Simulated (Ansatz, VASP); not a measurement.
# Two plane-wave programs on LiCl

```xyz
2
Lattice="0.0000 2.6289 2.6289 2.6289 0.0000 2.6289 2.6289 2.6289 0.0000" Properties=species:S:1:pos:R:3 pbc="T T T"
Li    0.0000    0.0000    0.0000
Cl    2.6289    2.6289    2.6289
```

Change from the starting cell: strain +0.025 along x and y, +0.025 along z, atoms carried along.

Alike in both runs: task single point; functional PBEsol; k mesh 8 × 8 × 8; occupations gaussian, width 0.05 eV; no spin polarisation.

```csv
,VASP,Ansatz
version,VASP 6.6.1,Ansatz 0.2.0
potentials or method,"VASP PAW PBE potentials, release 64 (Li_sv, Cl), cutoff 520 eV","scalar-relativistic, plane waves, PAW"
valence electrons in the cell,10,10
```

```tsv
	VASP	Ansatz	Ansatz less VASP
gap on the k mesh at the Fermi level (eV)	5.74	5.73	-0.009
least direct gap on the mesh (eV)	5.74	5.73	-0.009
```

VASP's potentials were made for PBE, not for PBEsol. With one functional, cell and mesh, what is left measures potentials, basis and numerics.

Noted on VASP's run: the cutoff is short for stress, so the pressure is rough.
